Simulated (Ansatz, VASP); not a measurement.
One calculation of W, two programs

```
CELL_PARAMETERS angstrom
0.00000 2.07060 2.03000
2.07060 0.00000 2.03000
2.07060 2.07060 0.00000
ATOMIC_POSITIONS crystal
W 0.00000 0.00000 0.00000
```

Change from the starting cell: equal xx and yy strain of +2 %.

Alike in both runs: task single point; functional PBE; k mesh 14 × 14 × 14; occupations fermi-dirac, width 0.05 eV; no spin polarisation.

```csv
,VASP,Ansatz
version,VASP 6.6.1,Ansatz 0.2.0
potentials or method,"VASP PAW PBE potentials, release 64 (W_sv), cutoff 520 eV","all-electron LAPW, scalar-relativistic"
```

Ansatz gave:

* pressure (GPa): -14.2
* traceless stress, the component that is largest in VASP (GPa): -4.20

Estimate VASP's values.

pressure (GPa): -14.0; traceless stress, the component that is largest in VASP (GPa): -4.22.

Ansatz ran all-electron here, and VASP with PAW potentials.

Neither program's run includes spin-orbit coupling.
